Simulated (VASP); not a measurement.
# Al (P6_3/mmc) in VASP: vibrations by perturbation theory with LDA

Aim: the vibrations by perturbation theory of Al with LDA.

All numbers are computed with VASP 6.6.1; they aren't measurements. Logs are shortened: lines on timing, memory, paths and dates and some standing lists are left out, and cuts for length are marked.

### 1 The cell of the first run

It takes space group P6_3/mmc (No. 194, hexagonal). Conventional cell: a = 2.827 Å, b = 2.827 Å, c = 9.186 Å, α = 90.00°, β = 90.00°, γ = 120.00°. Al (site symmetry -3m) has 12 Al at 2.82 to 2.83 Å within 3.7 Å. Al (site symmetry -6m2) has 12 Al at 2.82 to 2.83 Å within 3.7 Å.

This isn't the form of Al at room conditions, which is fcc.

### 2 Vibrations by perturbation theory, LDA

INCAR

```
SYSTEM = Al
  PREC = Accurate
  ENCUT = 520
  EDIFF = 1E-8
  ISMEAR = 1
  SIGMA = 0.1
  LREAL = .FALSE.
  LASPH = .TRUE.
  NELM = 60
  ALGO = Normal
  ISIF = 2
  LWAVE = .FALSE.
  LCHARG = .FALSE.
  NBANDS = 14
  IBRION = 8
  NSW = 1
```

KPOINTS

```
Automatic mesh
0
G
  12 12 4
  0 0 0
```

POSCAR

```
Al
1.0
    2.8270770200      0.0000000000      0.0000000000
   -1.4135385100      2.4483205200      0.0000000000
    0.0000000000      0.0000000000      9.1859930700
Al
4
Direct
    0.0000000000      0.0000000000      0.0000000000
    0.3333333333      0.6666666667      0.2500000000
    0.0000000000      0.0000000000      0.5000000000
    0.6666666667      0.3333333333      0.7500000000
```

Potentials or basis: VASP PAW LDA potentials, release 64 (Al).

The run is started by

```console
cat potpaw_LDA.64/Al/POTCAR > POTCAR
mpirun -np 1 vasp_std > vasp.out
```

OUTCAR:

```text
SYSTEM = Al
   PREC = Accurate
   ENCUT = 520
   EDIFF = 1E-8
   ISMEAR = 1
   LREAL = .FALSE.
   LASPH = .TRUE.
   NELM = 60
   ISIF = 2
   IBRION = 8
   NSW = 1

 ion  position               nearest neighbor table
   1  0.000  0.000  0.000-   2 2.82   4 2.82   4 2.82   2 2.82   4 2.82   2 2.82
   2  0.333  0.667  0.250-   1 2.82   3 2.82   1 2.82   3 2.82   1 2.82   3 2.82
   3  0.000  0.000  0.500-   2 2.82   4 2.82   4 2.82   2 2.82   4 2.82   2 2.82
   4  0.667  0.333  0.750-   1 2.82   3 2.82   1 2.82   3 2.82   1 2.82   3 2.82

  LATTYP: Found a hexagonal cell.
 ALAT       =     2.8270770200
 C/A-ratio  =     3.2492899928

  Lattice vectors:

 A1 = (   2.8270770200,   0.0000000000,   0.0000000000)
 A2 = (  -1.4135385100,   2.4483205200,   0.0000000000)
 A3 = (   0.0000000000,   0.0000000000,   9.1859930700)

Analysis of symmetry for initial positions (statically):
=====================================================================
 Subroutine PRICEL returns:
 Original cell was already a primitive cell.

 Routine SETGRP: Setting up the symmetry group for a
 hexagonal supercell.

 Subroutine GETGRP returns: Found 24 space group operations
 (whereof 12 operations were pure point group operations)
 out of a pool of 24 trial point group operations.

The static configuration has the point symmetry D_3d.
 The point group associated with its full space group is D_6h.

Analysis of symmetry for dynamics (positions and initial velocities):
=====================================================================
 Subroutine PRICEL returns:
 Original cell was already a primitive cell.

 Routine SETGRP: Setting up the symmetry group for a
 hexagonal supercell.

 Subroutine GETGRP returns: Found 24 space group operations
 (whereof 12 operations were pure point group operations)
 out of a pool of 24 trial point group operations.

The dynamic configuration has the point symmetry D_3d.
 The point group associated with its full space group is D_6h.

 Subroutine INISYM returns: Found 24 space group operations
 (whereof 12 operations are pure point group operations),
 and found     1 'primitive' translations

----------------------------------------------------------------------------------------

                                     Primitive cell

  volume of cell :      63.5817

  direct lattice vectors                    reciprocal lattice vectors
     2.827077020  0.000000000  0.000000000     0.353722234  0.204221627  0.000000000
    -1.413538510  2.448320520  0.000000000     0.000000000  0.408443254  0.000000000
     0.000000000  0.000000000  9.185993070     0.000000000  0.000000000  0.108861393

  length of vectors
     2.827077020  2.827077022  9.185993070     0.408443254  0.408443254  0.108861393

  position of ions in fractional coordinates (direct lattice)
     0.000000000  0.000000000  0.000000000
     0.333333333  0.666666667  0.250000000
     0.000000000  0.000000000  0.500000000
     0.666666667  0.333333333  0.750000000

  ion indices of the primitive-cell ions
   primitive index   ion index
                 1           1
                 2           2
                 3           3
[... 141 lines left out ...]
      9      18.9446      0.00000
     10      19.1394      0.00000
     11      19.1394      0.00000
     12      20.1236      0.00000
     13      20.1240      0.00000
     14      20.3265      0.00000
[... 377 lines left out ...]
      1      -0.3613      2.00000
      2       0.4924      2.00000
      3       2.1810      2.00000
      4       4.6523      2.00000
      5       7.2954      2.00000
      6       7.9686      2.04190
      7       8.6289     -0.00000
      8       9.9644     -0.00000
      9      12.0710      0.00000
     10      12.3360      0.00000
     11      14.4969      0.00000
     12      15.0830      0.00000
     13      15.2368      0.00000
     14      15.8382      0.00000

 [... further k-points ...]

------------------------ aborting loop because EDIFF is reached ----------------------------------------

  FORCE on cell =-STRESS in cart. coord.  units (eV):
  Direction    XX          YY          ZZ          XY          YZ          ZX
  --------------------------------------------------------------------------------------
  -------------------------------------------------------------------------------------
  Total       -0.0917022     -0.0917022     -0.0047784      0.0000000      0.0000000     -0.0000000
  in kB       -2.3107781     -2.3107781     -0.1204098      0.0000000      0.0000000     -0.0000000
  external PRESSURE =      -1.5806553 kB  Pullay stress =       0.0000000 kB

 VOLUME and BASIS-vectors are now :
 -----------------------------------------------------------------------------
  energy-cutoff  :      520.00
  volume of cell :       63.58
      direct lattice vectors                 reciprocal lattice vectors
     2.827077020  0.000000000  0.000000000     0.353722234  0.204221627  0.000000000
    -1.413538510  2.448320520  0.000000000     0.000000000  0.408443254  0.000000000
     0.000000000  0.000000000  9.185993070     0.000000000  0.000000000  0.108861393

 POSITION                                       TOTAL-FORCE (eV/Angst)
 -----------------------------------------------------------------------------------
      0.00000      0.00000      0.00000         0.000000      0.000000      0.000000
     -0.00000      1.63221      2.29650         0.000000     -0.000000     -0.000000
      0.00000      0.00000      4.59300         0.000000      0.000000      0.000000
      1.41354      0.81611      6.88949        -0.000000      0.000000      0.000000
 -----------------------------------------------------------------------------------
    total drift:                               -0.000000      0.000000      0.000000

  FREE ENERGIE OF THE ION-ELECTRON SYSTEM (eV)
  ---------------------------------------------------
  free  energy   TOTEN  =       -16.7055732815 eV

  energy  without entropy=      -16.7051737936  energy(sigma->0) =      -16.70544012

[... ionic steps 2 to 3 ...]

--------------------------------------- Ionic step        4  -------------------------------------------

------------------------ aborting loop because EDIFF is reached ----------------------------------------
[... 11 lines left out ...]
[... ionic steps 8 to 8 ...]

--------------------------------------- Ionic step        9  -------------------------------------------

 Free energy of the ion-electron system (eV)
  ---------------------------------------------------
  ---------------------------------------------------
  free energy    TOTEN  =        -0.01774699 eV

  energy without entropy =       -0.01774699

------------------------ aborting loop because EDIFF is reached ----------------------------------------

 INTERNAL STRAIN TENSOR  FOR ION    2  DIRECTION 3   (eV/Angst):
 -----------------------------------------------------------------------------
    -0.01840 -0.00000 -0.00000
     0.00000 -0.01840 -0.00000
     0.00000 -0.00000  0.02480

 INTERNAL STRAIN TENSOR FOR ION    4 for displacements in x,y,z  (eV/Angst):
          X           Y           Z          XY          YZ          ZX
  --------------------------------------------------------------------------------
  x     0.00000     0.00000     0.00000    -0.31694     0.00000     0.00000
  y    -0.31694     0.31694     0.00000     0.00000     0.00000     0.00000
  z    -0.00000     0.00000    -0.00000     0.00000     0.00000    -0.00000

 SECOND DERIVATIVES (NOT SYMMETRIZED)
 ------------------------------------
               1X          1Y          1Z          2X          2Y          2Z          3X          3Y          3Z          4X          4Y          4Z
  1X    -0.927597    0.000000    0.000000    0.559975    0.000000    0.000000   -0.192353    0.000000    0.000000    0.559975    0.000000    0.000000
  1Y     0.000000   -0.927597    0.000000    0.000000    0.559975    0.000000    0.000000   -0.192353    0.000000    0.000000    0.559975    0.000000
  1Z    -0.000000    0.000000   -5.186133    0.000000   -0.000000    2.459907    0.000000   -0.000000    0.266318    0.000000   -0.000000    2.459907
  2X     0.560170    0.000000    0.000000   -1.228881    0.000000    0.000000    0.560170    0.000000    0.000000    0.108541    0.000000    0.000000
  2Y     0.000000    0.560170    0.000000    0.000000   -1.228881    0.000000    0.000000    0.560170   -0.000000    0.000000    0.108541    0.000000
  2Z     0.000000    0.000000    2.453827    0.000000    0.000000   -5.211454    0.000000   -0.000000    2.453827    0.000000    0.000000    0.303800
  3X    -0.192353    0.000000    0.000000    0.559975    0.000000    0.000000   -0.927597    0.000000    0.000000    0.559975    0.000000    0.000000
  3Y     0.000000   -0.192353    0.000000    0.000000    0.559975    0.000000    0.000000   -0.927597    0.000000    0.000000    0.559975    0.000000
  3Z     0.000000    0.000000    0.266318    0.000000    0.000000    2.459907    0.000000   -0.000000   -5.186133    0.000000    0.000000    2.459907
  4X     0.560170    0.000000    0.000000    0.108541    0.000000    0.000000    0.560170    0.000000    0.000000   -1.228881    0.000000    0.000000
  4Y     0.000000    0.560170    0.000000    0.000000    0.108541    0.000000    0.000000    0.560170   -0.000000    0.000000   -1.228881    0.000000
  4Z     0.000000    0.000000    2.453827    0.000000    0.000000    0.303800    0.000000   -0.000000    2.453827    0.000000    0.000000   -5.211454

 Eigenvectors and eigenvalues of the dynamical matrix
 ----------------------------------------------------

   1 f  =    9.435016 THz    59.281951 2PiTHz  314.718241 cm-1    39.020071 meV
             X         Y         Z           dx          dy          dz
      0.000000  0.000000  0.000000     0.000000    0.000000   -0.500309
     -0.000000  1.632214  2.296498     0.000000    0.000000    0.499691
      0.000000  0.000000  4.592997     0.000000    0.000000   -0.500309
      1.413539  0.816107  6.889495    -0.000000   -0.000000    0.499691
[... 71 lines left out ...]
  12 f/i=    0.005838 THz     0.036679 2PiTHz    0.194723 cm-1     0.024143 meV
             X         Y         Z           dx          dy          dz
      0.000000  0.000000  0.000000    -0.000000    0.000000   -0.499691
     -0.000000  1.632214  2.296498    -0.000000    0.000000   -0.500309
      0.000000  0.000000  4.592997    -0.000000    0.000000   -0.499691
      1.413539  0.816107  6.889495    -0.000000    0.000000   -0.500309

--------------------------------------------------------------------------------------------------------

 ELASTIC MODULI CONTR FROM IONIC RELAXATION (kBar)
 Direction    XX          YY          ZZ          XY          YZ          ZX
 --------------------------------------------------------------------------------
 XX          -3.7853      3.7853      0.0000      0.0000      0.0000     -0.0000
 YY           3.7853     -3.7853     -0.0000     -0.0000     -0.0000      0.0000
 ZZ           0.0000     -0.0000     -0.0000      0.0000      0.0000     -0.0000
 XY           0.0000     -0.0000      0.0000     -3.7853     -0.0000      0.0000
 YZ           0.0000     -0.0000      0.0000     -0.0000     -0.0000      0.0000
 ZX          -0.0000      0.0000     -0.0000      0.0000      0.0000     -0.0000
 --------------------------------------------------------------------------------
```

It took 3.5 min on 1 thread of Intel Xeon Platinum 8488C (Sapphire Rapids), shared host; peak memory 0.46 GiB.

What came out:

* Highest phonon frequency at Γ: 315 cm⁻¹

Phonon frequencies in cm⁻¹ (negative: imaginary):
```csv
q point,frequencies
"(0.000, 0.000, 0.000)",0 0 0 86 86 116 116 150 150 234 236 315
```
